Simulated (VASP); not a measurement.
# Li2Rh (I4/mmm) in VASP: notebook

Runs on Li2Rh. Level: r2SCAN. Tasks: single point, relaxation of cell and atoms.

All numbers are computed with VASP 6.6.1; they aren't measurements. Logs are shortened: lines on timing, memory, paths and dates and some standing lists are left out, and cuts for length are marked.

## Step 1: The cell of the first run

The structure is tetragonal, space group I4/mmm (No. 139). The conventional cell has a = 3.078 Å, b = 3.078 Å, c = 7.550 Å, α = 90.00°, β = 90.00°, γ = 90.00°. Li (site symmetry 4mm) has 9 Li at 2.49 to 3.08 Å and 5 Rh at 2.51 to 2.53 Å within 3.3 Å. Rh (site symmetry 4/mmm) has 10 Li at 2.51 to 2.53 Å and 4 Rh at 3.08 Å within 3.3 Å.

## Step 2: Single point, r2SCAN

Input file POSCAR:

```
Li2Rh
1.0
   -1.5387992650      1.5387992650      3.7748669470
    1.5387992650     -1.5387992650      3.7748669470
    1.5387992650      1.5387992650     -3.7748669470
Li Rh
2 1
Direct
    0.6650000000      0.6650000000      0.0000000000
    0.3350000000      0.3350000000      0.0000000000
    0.0000000000      0.0000000000      0.0000000000
```

Input file INCAR.step1:

```
PREC = Accurate
ENCUT = 520
ISMEAR = 0
SIGMA = 0.1
LREAL = False
LASPH = True
NELM = 100
NBANDS = 18
GGA = PE
ALGO = Normal
EDIFF = 1E-4
LWAVE = True
LCHARG = False
```

Input file INCAR.step2:

```
PREC = Accurate
ENCUT = 520
EDIFF = 1E-6
ISMEAR = 0
SIGMA = 0.1
LREAL = False
LASPH = True
NELM = 100
ALGO = Normal
ISIF = 2
LWAVE = False
LCHARG = False
METAGGA = R2SCAN
LMIXTAU = True
NBANDS = 18
ISTART = 1
```

Input file KPOINTS:

```
regular mesh
0
Gamma
  8 8 8
```

Potentials or basis: VASP PAW PBE potentials, release 64 (Li_sv, Rh_pv).

Command:

```console
cat potpaw_PBE.64/Li_sv/POTCAR potpaw_PBE.64/Rh_pv/POTCAR > POTCAR
cp INCAR.step1 INCAR
mpirun -np 1 vasp_std > vasp.out
cp INCAR.step2 INCAR
mpirun -np 1 vasp_std > vasp.out
```

OUTCAR:

```text
PREC = Accurate
   ENCUT = 520
   EDIFF = 1E-6
   ISMEAR = 0
   LREAL = False
   LASPH = True
   NELM = 100
   ISIF = 2
   METAGGA = R2SCAN
   ISTART = 1

 ion  position               nearest neighbor table
   1  0.665  0.665  0.000-   2 2.49   3 2.51   3 2.51   3 2.51   3 2.51   2 2.53   2 2.53   2 2.53
                             2 2.53   3 2.53
   2  0.335  0.335  0.000-   1 2.49   3 2.51   3 2.51   3 2.51   3 2.51   1 2.53   1 2.53   1 2.53
                             1 2.53   3 2.53
   3  0.000  0.000  0.000-   1 2.51   1 2.51   1 2.51   2 2.51   2 2.51   2 2.51   1 2.51   2 2.51
                             1 2.53   2 2.53

  LATTYP: Found a body centered tetragonal cell.
 ALAT       =     3.0775985300
 C/A-ratio  =     2.4531250000

  Lattice vectors:

 A1 = (  -1.5387992650,   1.5387992650,   3.7748669470)
 A2 = (   1.5387992650,  -1.5387992650,   3.7748669470)
 A3 = (   1.5387992650,   1.5387992650,  -3.7748669470)

Analysis of symmetry for initial positions (statically):
=====================================================================
 Subroutine PRICEL returns:
 Original cell was already a primitive cell.

 Routine SETGRP: Setting up the symmetry group for a
 body centered tetragonal supercell.

 Subroutine GETGRP returns: Found 16 space group operations
 (whereof 16 operations were pure point group operations)
 out of a pool of 16 trial point group operations.

The static configuration has the point symmetry D_4h.

Analysis of symmetry for dynamics (positions and initial velocities):
=====================================================================
 Subroutine PRICEL returns:
 Original cell was already a primitive cell.

 Routine SETGRP: Setting up the symmetry group for a
 body centered tetragonal supercell.

 Subroutine GETGRP returns: Found 16 space group operations
 (whereof 16 operations were pure point group operations)
 out of a pool of 16 trial point group operations.

The dynamic configuration has the point symmetry D_4h.

 Subroutine INISYM returns: Found 16 space group operations
 (whereof 16 operations are pure point group operations),
 and found     1 'primitive' translations

----------------------------------------------------------------------------------------

                                     Primitive cell

  volume of cell :      35.7541

  direct lattice vectors                    reciprocal lattice vectors
    -1.538799265  1.538799265  3.774866947     0.000000000  0.324928671  0.132455000
     1.538799265 -1.538799265  3.774866947     0.324928671  0.000000000  0.132455000
     1.538799265  1.538799265 -3.774866947     0.324928671  0.324928671  0.000000000

  length of vectors
     4.357226965  4.357226965  4.357226965     0.350888826  0.350888826  0.459518533

  position of ions in fractional coordinates (direct lattice)
     0.665000000  0.665000000  0.000000000
     0.335000000  0.335000000  0.000000000
     0.000000000  0.000000000  0.000000000

  ion indices of the primitive-cell ions
   primitive index   ion index
                 1           1
                 2           2
                 3           3

----------------------------------------------------------------------------------------

 KPOINTS: regular mesh

Automatic generation of k-mesh.
 Grid dimensions read from file:
 generate k-points for:    8    8    8

 Generating k-lattice:

  Cartesian coordinates                     Fractional coordinates (reciprocal lattice)
     0.000000000  0.040616084  0.016556875     0.125000000  0.000000000  0.000000000
     0.040616084  0.000000000  0.016556875     0.000000000  0.125000000  0.000000000
     0.040616084  0.040616084  0.000000000     0.000000000  0.000000000  0.125000000

  Length of vectors
     0.043861103  0.043861103  0.057439817

  Shift w.r.t. Gamma in fractional coordinates (k-lattice)
     0.000000000  0.000000000  0.000000000

 Subroutine IBZKPT returns following result:
 ===========================================

 Found     59 irreducible k-points:

 Following reciprocal coordinates:
            Coordinates               Weight
  0.000000  0.000000  0.000000      1.000000
  0.125000  0.000000  0.000000      8.000000
  0.250000  0.000000  0.000000      8.000000
  0.375000 -0.000000  0.000000      8.000000
  0.500000  0.000000  0.000000      4.000000
  0.125000  0.125000  0.000000      8.000000
[... 16 lines left out ...]
  0.250000  0.125000  0.125000     16.000000
  0.375000  0.125000  0.125000      8.000000
 [... further k-points ...]
   k-points           NKPTS =     59   k-points in BZ     NKDIM =     59   number of bands    NBANDS=     18
   number of dos      NEDOS =    301   number of ions     NIONS =      3
   total plane-waves  NPLWV =  32768
   dimension x,y,z NGX =    32 NGY =   32 NGZ =   32
   dimension x,y,z NGXF=    64 NGYF=   64 NGZF=   64
   ions per type =               2   1
   NGX,Y,Z   is equivalent  to a cutoff of  12.21, 12.21, 12.21 a.u.
   NGXF,Y,Z  is equivalent  to a cutoff of  24.42, 24.42, 24.42 a.u.
 SYSTEM =  unknown system
   PREC   = accura    normal or accurate (medium, high low for compatibility)
   ISTART =      1    job   : 0-new  1-cont  2-samecut
   ICHARG =      0    charge: 1-file 2-atom 10-const
   ISPIN  =      1    spin polarized calculation?
   LNONCOLLINEAR =      F non collinear calculations
   LSORBIT =      F    spin-orbit coupling
   LASPH  =      T    aspherical Exc in radial PAW
   ENCUT  =  520.0 eV  38.22 Ry    6.18 a.u.   8.10  8.10  8.10*2*pi/ulx,y,z
   NELM   =    100;   NELMIN=  2; NELMDL=  0     # of ELM steps
   EDIFF  = 0.1E-05   stopping-criterion for ELM
   LREAL  =      F    real-space projection
   EDIFFG = 0.1E-04   stopping-criterion for IOM
   NSW    =      0    number of steps for IOM
   IBRION =     -1    ionic relax: 0-MD 1-quasi-New 2-CG
   NFREE  =      0    steps in history (QN), initial steepest desc. (CG)
   ISIF   =      2    stress and relaxation
   ISYM   =      2    0-nonsym 1-usesym 2-fastsym
   POTIM  = 0.5000    time-step for ionic-motion
   TEBEG  =    0.0;   TEEND  =   0.0 temperature during run
   PSTRESS=    0.0 pullay stress
   NELECT =      21.0000    total number of electrons
   NUPDOWN=      -1.0000    fix difference up-down
   EMIN   =  10.00;   EMAX   =-10.00  energy-range for DOS
   EFERMI =   0.00;   METHOD = LEGACY
   ISMEAR =     0;   SIGMA  =   0.10  broadening in eV -4-tet -1-fermi 0-gaus
   EFERMI_NEDOS =   21; number of points for ismear=-14 and -15
   IALGO  =     38    algorithm
   IMIX   =      4    mixing-type and parameters
     AMIX     =   0.40;   BMIX     =  1.00
     AMIX_MAG =   1.60;   BMIX_MAG =  1.00
  volume/ion in A,a.u.               =      11.92        80.43
  Fermi-wavevector in a.u.,A,eV,Ry     =   1.371006  2.590826 25.574298  1.879658
  Thomas-Fermi vector in A             =   2.496742
   LORBIT       =      0    0 simple, 1 ext, 2 COOP (PROOUT), +10 PAW based schemes
   METAGGA = R2SCAN    functional components
   LHFCALC =     F    Hartree Fock is set to
   AEXX    =    0.0000 exact exchange contribution
   IVDW    =     0    specifies the selected vdW correction
   LEPSILON=     F    determine dielectric tensor
   LRPA    =     F    only Hartree local field effects (RPA)
 non-spin polarized calculation
 Gauss-broadening in eV      SIGMA  =   0.10
  energy-cutoff  :      520.00
  volume of cell :       35.75
 maximum number of plane-waves:       976
   NGX = 17   NGY = 17   NGZ = 17

 number of electron      20.9999999 magnetization

 Free energy of the ion-electron system (eV)
  ---------------------------------------------------
  ext. energy  EPLUGINS =         0.00000000
  ---------------------------------------------------
  free energy    TOTEN  =       -28.85756976 eV

  energy without entropy =      -28.84687977  energy(sigma->0) =      -28.85222476

 E-fermi :   5.2030     XC(G=0): -11.4757

 val. band max:        5.1571996974   @ k =  -0.3750   0.2500  -0.0000
 cond. band min:       5.2322974463   @ k =  -0.2500   0.5000   0.1250
 fundamental gap:      0.0750977489
 Fermi energy:         5.2029631681

 k-point     1 :       0.0000    0.0000    0.0000
  band No.  band energies     occupation
      1     -41.2866      2.00000
      2     -41.1938      2.00000
      3     -41.0864      2.00000
      4     -41.0864      2.00000
      5     -40.9741      2.00000
      6       0.3818      2.00000
[... 10 lines left out ...]
     17      17.3691      0.00000
     18      17.3692      0.00000

 k-point     2 :       0.1250    0.0000    0.0000
  band No.  band energies     occupation
      1     -41.3076      2.00000
      2     -41.1909      2.00000
      3     -41.0850      2.00000
      4     -41.0786      2.00000
      5     -40.9762      2.00000
      6       0.6331      2.00000
[... 10 lines left out ...]
     17      18.2485      0.00000
     18      19.7671      0.00000

 k-point     3 :       0.2500    0.0000    0.0000
  band No.  band energies     occupation
      1     -41.3479      2.00000
      2     -41.1952      2.00000
      3     -41.0818      2.00000
      4     -41.0637      2.00000
      5     -40.9763      2.00000
      6       1.2401      2.00000
[... 10 lines left out ...]
     17      19.9204      0.00000
     18      21.8359      0.00000

 k-point     4 :       0.3750   -0.0000    0.0000
  band No.  band energies     occupation
      1     -41.3830      2.00000
      2     -41.2023      2.00000
      3     -41.0786      2.00000
      4     -41.0602      2.00000
      5     -40.9673      2.00000
      6       1.7720      2.00000
[... 375 lines left out ...]
      4     -41.0613      2.00000
      5     -40.9796      2.00000
      6       2.1405      2.00000
[... 10 lines left out ...]
     17      19.1840      0.00000
     18      20.0687      0.00000

 k-point    23 :       0.2500    0.1250    0.1250
  band No.  band energies     occupation
      1     -41.3392      2.00000
      2     -41.1978      2.00000
      3     -41.1402      2.00000
      4     -41.0817      2.00000
      5     -40.9702      2.00000
      6       2.6464      2.00000
[... 10 lines left out ...]
     17      19.0047      0.00000
     18      20.7534      0.00000

 k-point    24 :       0.3750    0.1250    0.1250
  band No.  band energies     occupation
      1     -41.3430      2.00000
      2     -41.2013      2.00000
      3     -41.1311      2.00000
      4     -41.0980      2.00000
      5     -40.9666      2.00000
      6       2.6545      2.00000
[... 10 lines left out ...]
     17      18.7709      0.00000
     18      21.3418      0.00000

 [... further k-points ...]
[... 5 lines left out ...]
  --------------------------------------------------------------------------------------
  -------------------------------------------------------------------------------------
  Total        0.4212467      0.4212467      2.3769952      0.0000000     -0.0000000      0.0000000
  in kB       18.8765027     18.8765027    106.5156235      0.0000000     -0.0000000      0.0000000
  external PRESSURE =      48.0895430 kB  Pullay stress =       0.0000000 kB

 VOLUME and BASIS-vectors are now :
 -----------------------------------------------------------------------------
  energy-cutoff  :      520.00
  volume of cell :       35.75
      direct lattice vectors                 reciprocal lattice vectors
    -1.538799265  1.538799265  3.774866947     0.000000000  0.324928671  0.132455000
     1.538799265 -1.538799265  3.774866947     0.324928671  0.000000000  0.132455000
     1.538799265  1.538799265 -3.774866947     0.324928671  0.324928671  0.000000000

 POSITION                                       TOTAL-FORCE (eV/Angst)
 -----------------------------------------------------------------------------------
      0.00000      0.00000      5.02057         0.000000      0.000000      0.084843
      0.00000      0.00000      2.52916        -0.000000     -0.000000     -0.084843
      0.00000      0.00000      0.00000         0.000000      0.000000     -0.000000
 -----------------------------------------------------------------------------------
    total drift:                                0.000000     -0.000000      0.000000

  FREE ENERGIE OF THE ION-ELECTRON SYSTEM (eV)
  ---------------------------------------------------
  free  energy   TOTEN  =       -28.8575697579 eV

  energy  without entropy=      -28.8468797699  energy(sigma->0) =      -28.85222476
```

It took 3 min on 1 thread of AMD EPYC 9R45 (Zen 5), shared host; peak memory 0.17 GiB.

Results:

* Free energy: -28.8576 eV
* Largest force: 0.085 eV/Å
* Band gap on the k mesh: zero (an odd number of electrons rules out a gap without spin polarisation)

Forces on the atoms (eV/Å):
```
Li   0.000  0.000  0.085
Li   0.000  0.000 -0.085
Rh   0.000  0.000  0.000
```

Levels at points of the mesh, in eV from the Fermi level:
| k point | band 8 | band 9 | band 10 | band 11 | band 12 | band 13 | band 14 | band 15 |
| --- | --- | --- | --- | --- | --- | --- | --- | --- |
| (0.00, 0.00, 0.00) | -2.36 | -0.68 | -0.68 | 0.10 | 5.24 | 7.74 | 11.59 | 11.59 |
| (0.50, 0.00, 0.00) | -1.12 | -1.06 | -0.23 | 0.27 | 2.31 | 2.31 | 10.22 | 13.05 |
| (0.50, 0.50, 0.00) | -1.52 | -0.84 | 0.58 | 1.13 | 3.98 | 6.31 | 6.83 | 6.85 |
| (0.50, 0.50, 0.50) | -1.27 | -0.68 | -0.30 | -0.30 | 0.11 | 7.94 | 7.94 | 13.21 |

Caveat: the cutoff is under 1.25 times the usual one of these potentials, so pressure, stress and relaxed cells hold a basis-set (Pulay) error; the PAW data sets were made with another functional, which shifts forces and pressure a little.

## Step 3: Single point, r2SCAN

This run uses another cell than the first one, of 14.86 Å³/atom.

Input file POSCAR:

```
Li2Rh
1.0
   -1.3130857752      1.3130857752      6.4643302426
    1.3130857752     -1.3130857752      6.4643302426
    1.3130857752      1.3130857752     -6.4643302426
Li Rh
2 1
Direct
    0.6450138372      0.6450138372      0.0000000000
    0.3549861628      0.3549861628      0.0000000000
    0.0000000000      0.0000000000      0.0000000000
```

Input file INCAR.step1:

```
SYSTEM = Li2Rh
  ALGO = Normal
  EDIFF = 1E-4
  ENCUT = 520
  GGA = PE
  ISMEAR = 0
  LASPH = .True.
  LCHARG = .False.
  LREAL = .False.
  LWAVE = .True.
  NBANDS = 18
  NELM = 80
  PREC = Accurate
  SIGMA = 0.1
```

Input file INCAR.step2:

```
SYSTEM = Li2Rh
  ALGO = Normal
  EDIFF = 1E-7
  ENCUT = 520
  ISIF = 2
  ISMEAR = 0
  ISTART = 1
  LASPH = .True.
  LCHARG = .False.
  LMIXTAU = .True.
  LREAL = .False.
  LWAVE = .False.
  METAGGA = R2SCAN
  NBANDS = 18
  NELM = 80
  PREC = Accurate
  SIGMA = 0.1
```

Input file KPOINTS:

```
k-points
0
Gamma
  8 8 8
  0 0 0
```

Potentials or basis: VASP PAW PBE potentials, release 64 (Li_sv, Rh_pv).

Command:

```console
cat potpaw_PBE.64/Li_sv/POTCAR potpaw_PBE.64/Rh_pv/POTCAR > POTCAR
cp INCAR.step1 INCAR
mpirun -np 1 vasp_std > vasp.out
cp INCAR.step2 INCAR
mpirun -np 1 vasp_std > vasp.out
```

It took 14 min on 1 thread of AMD EPYC 9R45 (Zen 5), shared host; peak memory 0.39 GiB.

The run converged. Its results:

```yaml
Free_energy: -29.1284 eV
Largest_force: 0.032 eV/Å
Band_gap_on_the_k_mesh: zero (an odd number of electrons rules out a gap without spin polarisation)
```

Forces in eV/Å, atoms in the order of the input:
```
Li   0.000  0.000  0.032
Li   0.000  0.000 -0.032
Rh   0.000  0.000  0.000
```

Levels at points of the mesh, in eV from the Fermi level:
```tsv
k point	band 8	band 9	band 10	band 11	band 12	band 13	band 14	band 15
(0.00, 0.00, 0.00)	-3.73	-0.97	-0.62	-0.32	-0.32	0.67	7.95	13.21
(0.50, 0.00, 0.00)	-2.30	-1.18	0.03	0.38	0.82	2.50	5.70	5.80
(0.50, 0.50, 0.00)	-2.99	-0.77	2.09	3.63	4.45	5.88	7.23	8.19
(0.50, 0.50, 0.50)	-3.14	-2.97	-0.32	-0.32	0.67	1.43	6.30	14.11
```

Caveat: the cutoff is under 1.25 times the usual one of these potentials, so pressure, stress and relaxed cells hold a basis-set (Pulay) error; the PAW data sets were made with another functional, which shifts forces and pressure a little.

(Continued in part 2 of 2.)

The gap in the log of VASP goes by the Fermi energy; the results here count the filled bands.